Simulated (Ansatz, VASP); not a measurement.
# One calculation of Fe, two programs

INCAR

```
PREC     = Accurate       # precision mode
ENCUT    = 520            # plane-wave cutoff, eV
EDIFF    = 1E-7           # SCF threshold, eV
ISMEAR   = -1             # smearing method
SIGMA    = 0.27211386245988 # smearing width, eV
LREAL    = F              # projectors in reciprocal space
LASPH    = T              # aspherical terms in the spheres
NELM     = 150            # most SCF steps
ALGO     = Normal         # electronic algorithm
ISIF     = 2              # what is computed and relaxed
LWAVE    = F              # write WAVECAR
LCHARG   = T              # write CHGCAR
LNONCOLLINEAR= T              # non-collinear magnetism
MAGMOM   = 0 0 2 0.174 0 1.992 # initial moments
LORBIT   = 11             # projections on sites
LMAXMIX  = 4              # l up to which the mixer works
GGA      = PE             # functional
LVHAR    = T            
NBANDS   = 28             # bands
```

Contents of KPOINTS:

```
Automatic mesh
0
Gamma
  2 2 2
```

The input POSCAR:

```
Fe
1.0
    2.8660000000      0.0000000000      0.0000000000
    0.0000000000      2.8660000000      0.0000000000
    0.0000000000      0.0000000000      2.8660000000
Fe
2
Direct
   -0.0069783671      0.0000000000      0.0000000000
    0.5200000000      0.5000000000      0.5000000000
```

Input for Ansatz:

```yaml
crystal:
  atoms:
    - { position: [-0.006978367062, 0, 0], spin: 2, spin_axis: [0, 0, 1], symbol: Fe }
    - { position: [0.52, 0.5, 0.5], spin: 2, spin_axis: [0.0871557427, 0, 0.9961946981], symbol: Fe }
  lattice:
    - [2.866, 0, 0]
    - [0, 2.866, 0]
    - [0, 0, 2.866]
hamiltonian:
  dispersion: none
  pseudopotentials: { kind: paw }
  xc: pbe
kpoints:
  mp_grid: { grid: [2, 2, 2], shift: [0, 0, 0] }
magnetization:
  noncollinear: true
output:
  forces: true
  stress: false
scf:
  occupations: { method: fermi_dirac, width: "0.27211386245988 eV" }
```

Alike in both runs: task single point; functional PBE; k mesh 2 × 2 × 2; non-collinear spin.

|  | VASP | Ansatz |
| --- | --- | --- |
| version | VASP 6.6.1 | Ansatz development build ahead of 0.2.0 |
| potentials or method | VASP PAW PBE potentials, release 64 (Fe) | PAW (an earlier, plane waves, scalar-relativistic |
| plane-wave cutoff (eV) | 520 | 844 |
| occupations | fermi-dirac, width 0.272114 eV | fermi-dirac |

```tsv
	VASP	Ansatz	Ansatz less VASP
net moment per atom (μB)	2.35	2.02	-0.323
size of the moment on the site where the two differ most (μB)	2.26	2.23	-0.033
```

The net moments are unlike, so the other rows may belong to different states. Site moments also hang on the region over which each program counts them. Ansatz's warnings: seeded moment not kept.

The k mesh is coarse, so the values compare programs but aren't converged.
